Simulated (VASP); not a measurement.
# Sb (Im-3m) in VASP: further runs

The runs below take Sb through single point, with PBE.

Program: VASP 6.6.1. These are calculated values, not measurements. Logs are shortened: lines on timing, memory, paths and dates and some standing lists are left out, and cuts for length are marked.

### Step 1. The cell of the first run

Symmetry: Im-3m, No. 229, cubic system. Conventional cell: a = 2.851 Å, b = 2.851 Å, c = 2.851 Å, α = 90.00°, β = 90.00°, γ = 90.00°. Within 3.3 Å of Sb (site symmetry m-3m) lie 14 Sb at 2.47 to 2.85 Å.

### Step 2. Single point, PBE

INCAR reads:

```
SYSTEM = Sb
PREC = Accurate ; ENCUT = 520
EDIFF = 1E-7 ; ISMEAR = -1
SIGMA = 0.1 ; LREAL = .FALSE.
LASPH = .TRUE. ; NELM = 60
ALGO = Normal ; ISIF = 2
LWAVE = .FALSE. ; LCHARG = .FALSE.
GGA = PE ; NBANDS = 8
```

KPOINTS reads:

```
regular mesh
0
G
  19 19 19
  0 0 0
```

POSCAR reads:

```
Sb
1.0
   -1.4253407118      1.4253407118      1.4253407118
    1.4253407118     -1.4253407118      1.4253407118
    1.4253407118      1.4253407118     -1.4253407118
Sb
1
Direct
    0.0000000000      0.0000000000      0.0000000000
```

Potentials or basis: VASP PAW PBE potentials, release 64 (Sb).

Run with:

```
$ cat potpaw_PBE.64/Sb/POTCAR > POTCAR
$ mpirun -np 1 vasp_std > vasp.out
```

OUTCAR:

```text
SYSTEM = Sb
   PREC = Accurate
   ENCUT = 520
   EDIFF = 1E-7
   ISMEAR = -1
   LREAL = .FALSE.
   LASPH = .TRUE.
   NELM = 60
   ISIF = 2
   GGA = PE

 ion  position               nearest neighbor table
   1  0.000  0.000  0.000-

  LATTYP: Found a body centered cubic cell.
 ALAT       =     2.8506814236

  Lattice vectors:

 A1 = (  -1.4253407118,   1.4253407118,   1.4253407118)
 A2 = (   1.4253407118,  -1.4253407118,   1.4253407118)
 A3 = (   1.4253407118,   1.4253407118,  -1.4253407118)

Analysis of symmetry for initial positions (statically):
=====================================================================
 Subroutine PRICEL returns:
 Original cell was already a primitive cell.

 Routine SETGRP: Setting up the symmetry group for a
 body centered cubic supercell.

 Subroutine GETGRP returns: Found 48 space group operations
 (whereof 48 operations were pure point group operations)
 out of a pool of 48 trial point group operations.

The static configuration has the point symmetry O_h .

Analysis of symmetry for dynamics (positions and initial velocities):
=====================================================================
 Subroutine PRICEL returns:
 Original cell was already a primitive cell.

 Routine SETGRP: Setting up the symmetry group for a
 body centered cubic supercell.

 Subroutine GETGRP returns: Found 48 space group operations
 (whereof 48 operations were pure point group operations)
 out of a pool of 48 trial point group operations.

The dynamic configuration has the point symmetry O_h .

 Subroutine INISYM returns: Found 48 space group operations
 (whereof 48 operations are pure point group operations),
 and found     1 'primitive' translations

----------------------------------------------------------------------------------------

                                     Primitive cell

  volume of cell :      11.5829

  direct lattice vectors                    reciprocal lattice vectors
    -1.425340712  1.425340712  1.425340712     0.000000000  0.350793320  0.350793320
     1.425340712 -1.425340712  1.425340712     0.350793320  0.000000000  0.350793320
     1.425340712  1.425340712 -1.425340712     0.350793320  0.350793320  0.000000000

  length of vectors
     2.468762531  2.468762531  2.468762531     0.496096670  0.496096670  0.496096670

  position of ions in fractional coordinates (direct lattice)
     0.000000000  0.000000000  0.000000000

  ion indices of the primitive-cell ions
[... 69 lines left out ...]
   LNONCOLLINEAR =      F non collinear calculations
   LSORBIT =      F    spin-orbit coupling
   LASPH  =      T    aspherical Exc in radial PAW
   ENCUT  =  520.0 eV  38.22 Ry    6.18 a.u.   4.59  4.59  4.59*2*pi/ulx,y,z
   NELM   =     60;   NELMIN=  2; NELMDL= -5     # of ELM steps
   EDIFF  = 0.1E-06   stopping-criterion for ELM
   LREAL  =      F    real-space projection
   EDIFFG = 0.1E-05   stopping-criterion for IOM
   NSW    =      0    number of steps for IOM
   IBRION =     -1    ionic relax: 0-MD 1-quasi-New 2-CG
   NFREE  =      0    steps in history (QN), initial steepest desc. (CG)
   ISIF   =      2    stress and relaxation
   ISYM   =      2    0-nonsym 1-usesym 2-fastsym
   POTIM  = 0.5000    time-step for ionic-motion
   TEBEG  =    0.0;   TEEND  =   0.0 temperature during run
   PSTRESS=    0.0 pullay stress
   NELECT =       5.0000    total number of electrons
   NUPDOWN=      -1.0000    fix difference up-down
   EMIN   =  10.00;   EMAX   =-10.00  energy-range for DOS
   EFERMI =   0.00;   METHOD = LEGACY
   ISMEAR =    -1;   SIGMA  =   0.10  broadening in eV -4-tet -1-fermi 0-gaus
   EFERMI_NEDOS =   21; number of points for ismear=-14 and -15
   IALGO  =     38    algorithm
   IMIX   =      4    mixing-type and parameters
     AMIX     =   0.40;   BMIX     =  1.00
     AMIX_MAG =   1.60;   BMIX_MAG =  1.00
  volume/ion in A,a.u.               =      11.58        78.17
  Fermi-wavevector in a.u.,A,eV,Ry     =   1.237256  2.338074 20.827823  1.530802
  Thomas-Fermi vector in A             =   2.371830
   LORBIT       =      0    0 simple, 1 ext, 2 COOP (PROOUT), +10 PAW based schemes
   GGA     = PE    functional components
   LHFCALC =     F    Hartree Fock is set to
   AEXX    =    0.0000 exact exchange contribution
   IVDW    =     0    specifies the selected vdW correction
   LEPSILON=     F    determine dielectric tensor
   LRPA    =     F    only Hartree local field effects (RPA)
 non-spin polarized calculation
  energy-cutoff  :      520.00
  volume of cell :       11.58
 maximum number of plane-waves:       325
   NGX =  9   NGY =  9   NGZ =  9

 number of electron       5.0000000 magnetization

 Free energy of the ion-electron system (eV)
  ---------------------------------------------------
  ext. energy  EPLUGINS =         0.00000000
  ---------------------------------------------------
  free energy    TOTEN  =         4.33062667 eV

  energy without entropy =        4.33899526  energy(sigma->0) =        4.33481097

 E-fermi :  25.3851     XC(G=0): -14.3359

 val. band max:       25.3483646668   @ k =   0.3684   0.1053   0.1053
 cond. band min:      25.3901564955   @ k =  -0.2105   0.3158   0.0526
 fundamental gap:      0.0417918287
 Fermi energy:        25.3851319426

 k-point     1 :       0.0000    0.0000    0.0000
  band No.  band energies     occupation
      1       1.7454      2.00000
      2      35.5171      0.00000
      3      35.5171      0.00000
      4      35.5171      0.00000
      5      39.3517      0.00000
      6      39.3517      0.00000
      7      39.3517      0.00000
      8      40.3358      0.00000
[... 243 lines left out ...]
 k-point    24 :       0.3158    0.1053    0.0000
  band No.  band energies     occupation
      1       7.9500      2.00000
      2      19.4166      2.00000
      3      27.0855      0.00000
      4      30.0901      0.00000
      5      35.0464      0.00000
      6      38.4521      0.00000
      7      40.5852      0.00000
      8      45.0918      0.00000

 [... further k-points ...]
[... 5 lines left out ...]
  --------------------------------------------------------------------------------------
  -------------------------------------------------------------------------------------
  Total       27.6236492     27.6236492     27.6236492     -0.0000000      0.0000000     -0.0000000
  in kB     3820.9871009   3820.9871009   3820.9871009     -0.0000000      0.0000000     -0.0000000
  external PRESSURE =    3820.9871009 kB  Pullay stress =       0.0000000 kB

 VOLUME and BASIS-vectors are now :
 -----------------------------------------------------------------------------
  energy-cutoff  :      520.00
  volume of cell :       11.58
      direct lattice vectors                 reciprocal lattice vectors
    -1.425340712  1.425340712  1.425340712     0.000000000  0.350793320  0.350793320
     1.425340712 -1.425340712  1.425340712     0.350793320  0.000000000  0.350793320
     1.425340712  1.425340712 -1.425340712     0.350793320  0.350793320  0.000000000

 POSITION                                       TOTAL-FORCE (eV/Angst)
 -----------------------------------------------------------------------------------
      0.00000      0.00000      0.00000        -0.000000      0.000000      0.000000
 -----------------------------------------------------------------------------------
    total drift:                                0.000000     -0.000000      0.000000

  FREE ENERGIE OF THE ION-ELECTRON SYSTEM (eV)
  ---------------------------------------------------
  free  energy   TOTEN  =         4.3306266738 eV

  energy  without entropy=        4.3389952621  energy(sigma->0) =        4.33481097
```

OSZICAR:

```text
N       E                     dE             d eps       ncg     rms          rms(c)
DAV:   1     0.145296349338E+02    0.14530E+02   -0.20753E+03  3960   0.447E+02
DAV:   2     0.418396306501E+01   -0.10346E+02   -0.97484E+01  4504   0.657E+01
DAV:   3     0.409580074572E+01   -0.88162E-01   -0.88013E-01  4600   0.679E+00
DAV:   4     0.409565244199E+01   -0.14830E-03   -0.14830E-03  5056   0.298E-01
DAV:   5     0.409565228388E+01   -0.15811E-06   -0.15714E-06  4704   0.675E-03    0.874E+00
DAV:   6     0.425068139400E+01    0.15503E+00   -0.20007E-02  4720   0.100E+00    0.571E+00
DAV:   7     0.432698302326E+01    0.76302E-01   -0.46067E-02  4808   0.154E+00    0.174E-01
DAV:   8     0.433062137142E+01    0.36383E-02   -0.34416E-03  4352   0.412E-01    0.146E-02
DAV:   9     0.433062620917E+01    0.48378E-05   -0.22562E-05  5016   0.346E-02    0.126E-02
DAV:  10     0.433062847837E+01    0.22692E-05   -0.11509E-06  4120   0.832E-03    0.162E-02
DAV:  11     0.433062661312E+01   -0.18653E-05   -0.23528E-08  5184   0.118E-03    0.988E-04
DAV:  12     0.433062667385E+01    0.60730E-07   -0.95132E-11  2464   0.941E-05
   1 F= 0.43306267E+01 E0= 0.43348110E+01  d E =-.836859E-02
```

stdout:

```text
POSCAR found type information on POSCAR Sb
 POSCAR found :  1 types and       1 ions
 scaLAPACK will be used
 LDA part: xc-table for (Slater+PW92), standard interpolation
 POSCAR, INCAR and KPOINTS ok, starting setup
 FFT: planning ... GRIDC
 FFT: planning ... GRID_SOFT
 FFT: planning ... GRID
 WAVECAR not read
 entering main loop
```

Wall time 10 s (1 thread of Intel Xeon 6975P-C, shared host); peak memory 0.13 GiB.

What came out:

```
Free energy : 4.3306 eV
Pressure    : 382.1 GPa
```

Caveat: spin-orbit coupling is left out, which moves the levels of the heavy elements.

### Step 3. Single point, PBE

INCAR reads:

```
PREC     = Accurate       # precision mode
ENCUT    = 520            # plane-wave cutoff, eV
EDIFF    = 1E-6           # SCF threshold, eV
ISMEAR   = -1             # smearing method
SIGMA    = 0.1            # smearing width, eV
LREAL    = False          # projectors in reciprocal space
LASPH    = True           # aspherical terms in the spheres
NELM     = 100            # most SCF steps
ALGO     = Normal         # electronic algorithm
ISIF     = 2              # what is computed and relaxed
LWAVE    = False          # write WAVECAR
LCHARG   = False          # write CHGCAR
GGA      = PE             # functional
NBANDS   = 8              # bands
```

KPOINTS reads:

```
regular mesh
0
Gamma
  19 19 19
```

POSCAR reads:

```
Sb
1.0
   -1.4252099566      1.4252099566      1.4252099566
    1.4252099566     -1.4252099566      1.4252099566
    1.4252099566      1.4252099566     -1.4252099566
Sb
1
Direct
    0.0000000000      0.0000000000      0.0000000000
```

Potentials or basis: VASP PAW PBE potentials, release 64 (Sb).

Run with:

```
$ cat potpaw_PBE.64/Sb/POTCAR > POTCAR
$ mpirun -np 1 vasp_std > vasp.out
```

It took 12 s on 1 thread of Intel Xeon 6975P-C, shared host; peak memory 0.13 GiB.

The run converged. Its results:

```
Free energy : 4.3382 eV
Pressure    : 382.5 GPa
```

Levels at points of the mesh, in eV from the Fermi level:
| k point | band 1 | band 2 | band 3 | band 4 | band 5 | band 6 | band 7 |
| --- | --- | --- | --- | --- | --- | --- | --- |
| (0.00, 0.00, 0.00) | -23.64 | 10.13 | 10.13 | 10.13 | 13.97 | 13.97 | 13.97 |

Caveat: spin-orbit coupling is left out, which moves the levels of the heavy elements.
